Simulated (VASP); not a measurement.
Crystal: Cr.

```
CELL_PARAMETERS angstrom
1.14705 -2.46703 0.00000
1.14705 2.46703 0.00000
0.00000 0.00000 4.06431
ATOMIC_POSITIONS crystal
Cr 0.87053 0.12947 0.75000
Cr 0.12947 0.87053 0.25000
```

Base run:

- Program: VASP 6.6.1
- Functional: PBE
- Potentials or basis: VASP PAW PBE potentials, release 64 (Cr_pv)
- Cutoff: 520 eV
- k mesh: 11 × 11 × 6
- Occupations: fermi-dirac, width 0.05 eV
- Spin: collinear spin, ferromagnetic start
- Starting moments: [6.0, 6.0] μB
- Fixed moment: 12 μB

Its results: pressure 213.9 GPa; site moments Cr +5.35 μB; largest force 1.089 eV/Å.

Question: The run is repeated on the same cell with these changes: fixed moment from 12 μB to 9 μB; moments at the start from [6.0, 6.0] to [4.5, 4.5]. What comes out?

Answer: Pressure 128.1 GPa; site moments Cr +4.15 μB; largest force 0.715 eV/Å.

Caveats: the cell stands under pressure; the total moment is fixed, so each spin has its own Fermi level; forces of over 1 eV/Å act on the atoms, so gaps and moduli don't describe the material at rest (at least some runs).
